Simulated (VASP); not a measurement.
Here is a VASP 6.6.1 calculation.

INCAR

```
PREC = Accurate ; ENCUT = 520
EDIFF = 1E-6 ; ISMEAR = 0
SIGMA = 0.1 ; LREAL = False
LASPH = True ; NELM = 100
ALGO = Normal ; ISIF = 2
LWAVE = False ; LCHARG = False
GGA = PE ; NBANDS = 36
```

The input KPOINTS:

```
regular mesh
0
Gamma
  12 12 6
```

Contents of POSCAR:

```
ZnCd2O3
1.0
    3.2586238045      0.0000000000      0.0000000000
   -1.6293119023      2.8220509961      0.0000000000
    0.0000000000      0.0000000000      8.0669856000
Zn Cd O
1 2 3
Direct
    0.0000000000      0.0000000000      0.0000000000
    0.3333333333      0.6666666667      0.6762590000
    0.6666666667      0.3333333333      0.3237410000
    0.6666666667      0.3333333333      0.8557030000
    0.0000000000      0.0000000000      0.5000000000
    0.3333333333      0.6666666667      0.1442970000
```

Potentials or basis: VASP PAW PBE potentials, release 64 (Zn, Cd, O).

The run is started by

```console
$ cat potpaw_PBE.64/Zn/POTCAR potpaw_PBE.64/Cd/POTCAR potpaw_PBE.64/O/POTCAR > POTCAR
$ mpirun -np 1 vasp_std > vasp.out
```

(1) Predict the largest force.

(2) Estimate the band gap on the k mesh.

Results:

(1) 0.045 eV/Å.

(2) zero (bands 27 and 28 overlap by 0.27 eV).

Caveat: semilocal functionals underestimate gaps, so a narrow gap can read as zero.
